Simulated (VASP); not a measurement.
# Eu (Im-3m) in VASP: further runs, part 3 of 3

VASP 6.6.1. The steps go on from the part before.

## 5. Single point, LDA, collinear spin, ferromagnetic start

INCAR reads:

```
SYSTEM = Eu
PREC     = Accurate       ! precision mode
ENCUT    = 520            ! plane-wave cutoff, eV
EDIFF    = 1E-6           ! SCF threshold, eV
ISMEAR   = 1              ! smearing method
SIGMA    = 0.2            ! smearing width, eV
LREAL    = .False.        ! projectors in reciprocal space
LASPH    = .True.         ! aspherical terms in the spheres
NELM     = 150            ! most SCF steps
ALGO     = Normal         ! electronic algorithm
ISIF     = 2              ! what is computed and relaxed
LWAVE    = .False.        ! write WAVECAR
LCHARG   = .False.        ! write CHGCAR
ISPIN    = 2              ! spin polarisation
MAGMOM   = 6.925          ! initial moments
LORBIT   = 11             ! projections on sites
LMAXMIX  = 6              ! l up to which the mixer works
GGA      = CA             ! functional
NBANDS   = 18             ! bands
```

KPOINTS reads:

```
regular mesh
0
Gamma
  11 11 11
  0 0 0
```

POSCAR reads:

```
Eu
1.0
   -2.0544259245      2.0544259245      2.0544259245
    2.0544259245     -2.0544259245      2.0544259245
    2.0544259245      2.0544259245     -2.0544259245
Eu
1
Direct
    0.0000000000      0.0000000000      0.0000000000
```

Potentials or basis: VASP PAW PBE potentials, release 64 (Eu).

Started as:

```console
$ cat potpaw_PBE.64/Eu/POTCAR > POTCAR
$ mpirun -np 1 vasp_std > vasp.out
```

OUTCAR:

```text
SYSTEM = Eu
   PREC = Accurate
   ENCUT = 520
   EDIFF = 1E-6
   ISMEAR = 1
   LREAL = .False.
   LASPH = .True.
   NELM = 150
   ISIF = 2
   ISPIN = 2
   LORBIT = 11
   GGA = CA

 ion  position               nearest neighbor table
   1  0.000  0.000  0.000-

  LATTYP: Found a body centered cubic cell.
 ALAT       =     4.1088518490

  Lattice vectors:

 A1 = (  -2.0544259245,   2.0544259245,   2.0544259245)
 A2 = (   2.0544259245,  -2.0544259245,   2.0544259245)
 A3 = (   2.0544259245,   2.0544259245,  -2.0544259245)

Analysis of symmetry for initial positions (statically):
=====================================================================
 Subroutine PRICEL returns:
 Original cell was already a primitive cell.

 Routine SETGRP: Setting up the symmetry group for a
 body centered cubic supercell.

 Subroutine GETGRP returns: Found 48 space group operations
 (whereof 48 operations were pure point group operations)
 out of a pool of 48 trial point group operations.

The static configuration has the point symmetry O_h .

Analysis of symmetry for dynamics (positions and initial velocities):
=====================================================================
 Subroutine PRICEL returns:
[... 183 lines left out ...]
      4     -17.1211      1.00000
      5      -1.9413      1.00000
      6       2.0694      1.00397
[... 493 lines left out ...]
     17       9.5798      0.00000
     18      10.7884      0.00000

 [... further k-points ...]

 spin component 2

 k-point     1 :       0.0000    0.0000    0.0000
  band No.  band energies     occupation
      1     -35.8104      1.00000
      2     -14.9287      1.00000
      3     -14.9287      1.00000
      4     -14.9287      1.00000
      5      -1.2258      1.00000
      6       5.4737     -0.00000
[... 493 lines left out ...]
     17      10.8392      0.00000
     18      12.1119      0.00000

 [... further k-points ...]
[... 5 lines left out ...]
  --------------------------------------------------------------------------------------
  -------------------------------------------------------------------------------------
  Total       -0.0938119     -0.0938119     -0.0938119      0.0000000      0.0000000      0.0000000
  in kB       -4.3334833     -4.3334833     -4.3334833      0.0000000      0.0000000      0.0000000
  external PRESSURE =      -4.3334833 kB  Pullay stress =       0.0000000 kB

 VOLUME and BASIS-vectors are now :
 -----------------------------------------------------------------------------
  energy-cutoff  :      520.00
  volume of cell :       34.68
      direct lattice vectors                 reciprocal lattice vectors
    -2.054425924  2.054425924  2.054425924     0.000000000  0.243376991  0.243376991
     2.054425924 -2.054425924  2.054425924     0.243376991  0.000000000  0.243376991
     2.054425924  2.054425924 -2.054425924     0.243376991  0.243376991  0.000000000

 POSITION                                       TOTAL-FORCE (eV/Angst)
 -----------------------------------------------------------------------------------
      0.00000      0.00000      0.00000         0.000000      0.000000      0.000000
 -----------------------------------------------------------------------------------
    total drift:                               -0.000000     -0.000000     -0.000000

  FREE ENERGIE OF THE ION-ELECTRON SYSTEM (eV)
  ---------------------------------------------------
  free  energy   TOTEN  =       -11.3928644809 eV

  energy  without entropy=      -11.4352017731  energy(sigma->0) =      -11.40697691

 total charge

# of ion       s       p       d       f       tot
--------------------------------------------------
    1        2.093   5.641   0.395   6.600  14.729

 magnetization (x)

# of ion       s       p       d       f       tot
--------------------------------------------------
    1        0.002  -0.068   0.138   6.593   6.666
```

OSZICAR:

```text
N       E                     dE             d eps       ncg     rms          rms(c)
DAV:   1     0.978343472736E+02    0.97834E+02   -0.63366E+03  4970   0.417E+03
DAV:   2     0.558169340005E+01   -0.92253E+02   -0.81725E+02  5044   0.283E+02
DAV:   3    -0.766095926341E+01   -0.13243E+02   -0.12908E+02  5998   0.984E+01
DAV:   4    -0.918894773627E+01   -0.15280E+01   -0.15176E+01  7852   0.246E+01
DAV:   5    -0.926204977269E+01   -0.73102E-01   -0.72978E-01  6838   0.634E+00    0.293E+01
DAV:   6    -0.121380648521E+02   -0.28760E+01   -0.22782E+00  5568   0.280E+01    0.176E+01
DAV:   7    -0.115266719968E+02    0.61139E+00   -0.21693E+00  5392   0.301E+01    0.145E+01
DAV:   8    -0.114151907881E+02    0.11148E+00   -0.60652E-01  5084   0.173E+01    0.595E+00
DAV:   9    -0.114288544528E+02   -0.13664E-01   -0.20951E-01  6306   0.927E+00    0.554E+00
DAV:  10    -0.113985683593E+02    0.30286E-01   -0.25143E-02  7510   0.219E+00    0.255E+00
DAV:  11    -0.113930020665E+02    0.55663E-02   -0.64069E-03  6338   0.147E+00    0.119E+00
DAV:  12    -0.113929394251E+02    0.62641E-04   -0.93667E-04  7558   0.292E-01    0.578E-01
DAV:  13    -0.113929515956E+02   -0.12171E-04   -0.77989E-04  5504   0.553E-01    0.283E-01
DAV:  14    -0.113928610884E+02    0.90507E-04   -0.17879E-04  6950   0.221E-01    0.102E-01
DAV:  15    -0.113928620359E+02   -0.94758E-06   -0.13905E-05  7504   0.327E-02    0.506E-02
DAV:  16    -0.113928661119E+02   -0.40760E-05   -0.22595E-05  6676   0.930E-02    0.425E-02
DAV:  17    -0.113928644671E+02    0.16449E-05   -0.90378E-06  4690   0.604E-02    0.107E-02
DAV:  18    -0.113928644809E+02   -0.13888E-07   -0.29492E-07  2686   0.128E-02
   1 F= -.11392864E+02 E0= -.11406977E+02  d E =0.423373E-01  mag=     7.1910
```

Wall time 59 s (1 thread of Intel Xeon Platinum 8488C (Sapphire Rapids), shared host); peak memory 0.2 GiB.

Results:

| Quantity | Value |
| --- | --- |
| Free energy | -11.3929 eV |
| Pressure | -0.4 GPa |
| Net moment | 7.19 μB per cell |
| Site moments | Eu +6.67 μB |
| Valence electrons inside the program's atomic spheres | Eu 14.73 |

Levels at points of the mesh, in eV from the Fermi level:
Spin up:
```csv
k point,band 8,band 9,band 10,band 11,band 12,band 13,band 14,band 15,band 16,band 17
"(0.00, 0.00, 0.00)",-0.44,-0.18,-0.18,-0.18,-0.12,1.98,1.98,1.98,4.14,4.14
```
Spin down:
| k point | band 1 | band 2 | band 3 | band 4 | band 5 | band 6 | band 7 | band 8 | band 9 | band 10 |
| --- | --- | --- | --- | --- | --- | --- | --- | --- | --- | --- |
| (0.00, 0.00, 0.00) | -38.32 | -17.44 | -17.44 | -17.44 | -3.74 | 2.96 | 2.96 | 2.96 | 3.63 | 3.63 |

Caveat: the PAW data sets were made with another functional, which shifts forces and pressure a little; spin-orbit coupling is left out, which moves the levels of the heavy elements.

## 6. Summary

```tsv
k mesh	smearing	gap on the mesh (eV)	pressure (GPa)	moment (μB)
10 × 10 × 10	fermi-dirac 0.05 eV	none	-0.3	7.14
11 × 11 × 11	methfessel-paxton 0.03 eV	none	-0.3	7.09
11 × 11 × 11	methfessel-paxton 0.1 eV	none	-0.3	7.11
11 × 11 × 11	methfessel-paxton 0.2 eV	none	-0.4	7.19
```

Alike in all rows: task single point; level LDA; potentials or basis VASP PAW PBE potentials, release 64 (Eu); spin collinear, ferromagnetic start; cell as given; cutoff (eV) 520.

Every run on the cell as given and a fine mesh finds a metal.

Caveats: the PAW data sets were made with another functional, which shifts forces and pressure a little; spin-orbit coupling is left out, which moves the levels of the heavy elements.

Total energies depend on the potentials used, so only differences within one code and one set of settings carry meaning.
